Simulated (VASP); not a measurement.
# HC16 (a cell with a defect) in VASP: further runs, part 2 of 2

VASP 6.6.1. Earlier steps stand in the parts before.

**4. Single point, PBE+D3(BJ)**

INCAR

```
SYSTEM = HC16
ALGO = Normal ; EDIFF = 1E-6
ENCUT = 520 ; GGA = PE
ISIF = 2 ; ISMEAR = 0
IVDW = 12 ; LASPH = .TRUE.
LCHARG = .FALSE. ; LREAL = Auto
LWAVE = .FALSE. ; NBANDS = 46
NELECT = 64.0 ; NELM = 60
PREC = Accurate ; SIGMA = 0.05
```

KPOINTS

```
k-points
0
G
  3 3 3
  0 0 0
```

POSCAR

```
HC16
1.0
    0.0000000000      3.5700000000      3.5700000000
    3.5700000000      0.0000000000      3.5700000000
    3.5700000000      3.5700000000      0.0000000000
C H
16 1
Direct
   -0.0033135854      0.0037998599     -0.0062452381
    0.1265789916      0.1216949580      0.1215876751
    0.0026448179     -0.0014005602      0.4955523810
    0.1253431373      0.1246635854      0.6199176471
    0.0303124650      0.4874903361     -0.0110922969
    0.1178967787      0.6303805322      0.1217029412
    0.0006701681      0.4981897759      0.4943180672
    0.1370336134      0.6242319328      0.6099288515
    0.4982669468      0.0022705882     -0.0045971989
    0.6220452381      0.1253892157      0.1224659664
    0.4993162465     -0.0006571429      0.4955837535
    0.6280135854      0.1202225490      0.6198281513
    0.4875100840      0.4997983193     -0.0031675070
    0.5943850140      0.6366208683      0.1323746499
    0.5067067227      0.4936490196      0.4956196078
    0.6239654062      0.6258208683      0.6188163866
    0.8121357143      0.5606441176      0.9092054622
```

On the command line:

```console
$ cat potpaw_PBE.64/C/POTCAR potpaw_PBE.64/H/POTCAR > POTCAR
$ mpirun -np 1 vasp_std > vasp.out
```

It took 87 s on 1 thread of Intel Xeon 6975P-C (Granite Rapids), shared host; peak memory 0.25 GiB.

The run converged. Its results:

```yaml
Free_energy: -158.4601 eV
Largest_force: 0.026 eV/Å
Dispersion_energy_per_atom: -0.190 eV
```

Forces in eV/Å, atoms in the order of the input:
```
C   -0.004  0.003  0.000
C   -0.001  0.003 -0.007
C    0.007  0.001 -0.006
C    0.005  0.004  0.002
C    0.008  0.000  0.002
C    0.007 -0.003 -0.002
C    0.002 -0.003 -0.002
C   -0.001 -0.008  0.001
C    0.007  0.001  0.008
C    0.001  0.002  0.006
C    0.004  0.004 -0.001
C    0.001  0.000 -0.003
C   -0.012 -0.003 -0.001
C   -0.005  0.010 -0.002
C    0.001  0.005  0.002
C   -0.003  0.002  0.000
H   -0.017 -0.019  0.003
```

Levels at points of the mesh, in eV from the Fermi level:
| k point | band 30 | band 31 | band 32 | band 33 | band 34 | band 35 |
| --- | --- | --- | --- | --- | --- | --- |
| (0.00, 0.00, 0.00) | -0.57 | -0.44 | -0.29 | 2.29 | 3.07 | 4.00 |

Caveat: the k points lie up to 0.51 Å⁻¹ apart; the cell carries a net charge on a neutralising background, which shifts energy and pressure; the cell is charged against a uniform background, so pressure and absolute levels hang on convention.

**5. Single point, PBE+D3(BJ)**

INCAR

```
ALGO     = Normal         # electronic algorithm
EDIFF    = 1E-6           # SCF threshold, eV
ENCUT    = 520            # plane-wave cutoff, eV
GGA      = PE             # functional
ISIF     = 2              # what is computed and relaxed
ISMEAR   = 0              # smearing method
IVDW     = 12             # dispersion correction
LASPH    = T              # aspherical terms in the spheres
LCHARG   = F              # write CHGCAR
LREAL    = Auto         
LWAVE    = F              # write WAVECAR
NBANDS   = 46             # bands
NELECT   = 64.0         
NELM     = 80             # most SCF steps
PREC     = Accurate       # precision mode
SIGMA    = 0.05           # smearing width, eV
```

KPOINTS

```
k-points
0
Gamma
  3 3 3
```

POSCAR

```
HC16
1.0
    0.0000000000      3.5700000000      3.5700000000
    3.5700000000      0.0000000000      3.5700000000
    3.5700000000      3.5700000000      0.0000000000
C H
16 1
Direct
    0.0010204482     -0.0000299720     -0.0073266106
    0.1372792717      0.1156823529      0.1187081232
    0.0031385154      0.0010273109      0.4930763305
    0.1258077031      0.1254446779      0.6191057423
    0.0312694678      0.4938806723     -0.0179781513
    0.1182347339      0.6273120448      0.1248053221
   -0.0027501401      0.4992641457      0.4982053221
    0.1274175070      0.6269931373      0.6160323529
    0.5070668067      0.0009827731     -0.0117553221
    0.6243422969      0.1243305322      0.1203260504
    0.4998103641      0.0010635854      0.4938042017
    0.6285823529      0.1251641457      0.6147232493
    0.4877172269      0.5022740896     -0.0057130252
    0.5945904762      0.6379420168      0.1314324930
    0.4990815126      0.5006969188      0.4966114846
    0.6225383754      0.6279350140      0.6198633053
    0.8114144258      0.4188208683      1.0498393557
```

On the command line:

```console
$ cat potpaw_PBE.64/C/POTCAR potpaw_PBE.64/H/POTCAR > POTCAR
$ mpirun -np 1 vasp_std > vasp.out
```

Run time: 83 s. Hardware: 1 thread of Intel Xeon 6975P-C (Granite Rapids), shared host; peak memory 0.25 GiB.

It converged, with:

```
Free energy                : -158.4597 eV
Largest force              : 0.053 eV/Å
Dispersion energy per atom : -0.190 eV
```

Forces in eV/Å, atoms in the order of the input:
```
C    0.004  0.000  0.002
C    0.000 -0.003 -0.008
C   -0.002  0.001 -0.003
C    0.003  0.005 -0.001
C    0.013 -0.002 -0.001
C    0.020 -0.004 -0.004
C    0.000  0.008  0.003
C    0.000 -0.018  0.005
C    0.004 -0.009  0.010
C   -0.005  0.004  0.001
C    0.004  0.001 -0.003
C   -0.005 -0.007  0.007
C   -0.007 -0.005 -0.009
C    0.007 -0.020  0.029
C    0.014  0.024 -0.018
C   -0.004  0.001  0.003
H   -0.045  0.024 -0.014
```

Levels at points of the mesh, in eV from the Fermi level:
| k point | band 30 | band 31 | band 32 | band 33 | band 34 | band 35 |
| --- | --- | --- | --- | --- | --- | --- |
| (0.00, 0.00, 0.00) | -0.53 | -0.40 | -0.25 | 2.29 | 3.13 | 4.04 |

Caveat: the k points lie up to 0.51 Å⁻¹ apart; the cell carries a net charge on a neutralising background, which shifts energy and pressure; the cell is charged against a uniform background, so pressure and absolute levels hang on convention.

**6. Single point, PBE+D3(BJ)**

INCAR

```
  PREC = Accurate
  ENCUT = 520
  EDIFF = 1E-6
  ISMEAR = 0
  SIGMA = 0.05
  LREAL = Auto
  LASPH = T
  NELM = 60
  ALGO = Normal
  ISIF = 2
  LWAVE = F
  LCHARG = T
  GGA = PE
  IVDW = 12
  LELF = T
  LVHAR = T
  NBANDS = 46
  NELECT = 64.0
```

KPOINTS

```
Automatic mesh
0
Gamma
  3 3 3
```

POSCAR

```
HC16
1.0
    0.0000000000      3.5700000000      3.5700000000
    3.5700000000      0.0000000000      3.5700000000
    3.5700000000      3.5700000000      0.0000000000
C H
16 1
Direct
   -0.0035850140     -0.0127810924      0.0010934174
    0.1318946779      0.0941792717      0.1378557423
   -0.0050348739     -0.0020634454      0.5035925770
    0.1220047619      0.1217386555      0.6267095238
   -0.0115081232      0.5299392157     -0.0111910364
    0.1212329132      0.6176236695      0.1316908964
   -0.0067042017      0.4963773109      0.5051084034
    0.1211210084      0.6262627451      0.6230042017
    0.4951990196      0.0064435574     -0.0050623249
    0.6184133053      0.1236752101      0.1271250700
    0.4951382353     -0.0009707283      0.5006533613
    0.6193931373      0.1277222689      0.6215250700
    0.4938665266      0.5004009804     -0.0004886555
    0.6094091036      0.6368130252      0.1255648459
    0.4950841737      0.5023701681      0.4999149860
    0.6194600840      0.6250589636      0.6259822129
    0.9082271709      0.3119700280      1.0626422969
```

Potentials or basis: VASP PAW PBE potentials, release 64 (C, H).

On the command line:

```console
$ cat potpaw_PBE.64/C/POTCAR potpaw_PBE.64/H/POTCAR > POTCAR
$ mpirun -np 1 vasp_std > vasp.out
```

Run time: 89 s. Hardware: 1 thread of Intel Xeon 6975P-C (Granite Rapids), shared host; peak memory 0.25 GiB.

The run converged. Its results:

```
Free energy                : -158.4601 eV
Largest force              : 0.027 eV/Å
Dispersion energy per atom : -0.190 eV
```

Forces in eV/Å, atoms in the order of the input:
```
C    0.004 -0.012  0.002
C   -0.005  0.002  0.009
C    0.005  0.002  0.002
C    0.004  0.000  0.006
C    0.004  0.008  0.006
C   -0.006  0.011 -0.007
C    0.004 -0.003  0.003
C   -0.007  0.005  0.002
C    0.007 -0.001  0.002
C    0.002 -0.004 -0.003
C   -0.002  0.001  0.006
C    0.000  0.001  0.002
C   -0.002  0.000 -0.005
C   -0.007 -0.001 -0.010
C   -0.005  0.005  0.000
C    0.002  0.004  0.005
H    0.001 -0.018 -0.020
```

Levels at points of the mesh, in eV from the Fermi level:
```csv
k point,band 30,band 31,band 32,band 33,band 34,band 35
"(0.00, 0.00, 0.00)",-0.52,-0.39,-0.24,2.35,3.12,4.05
```

Caveat: the k points lie up to 0.51 Å⁻¹ apart; the cell carries a net charge on a neutralising background, which shifts energy and pressure; the cell is charged against a uniform background, so pressure and absolute levels hang on convention.
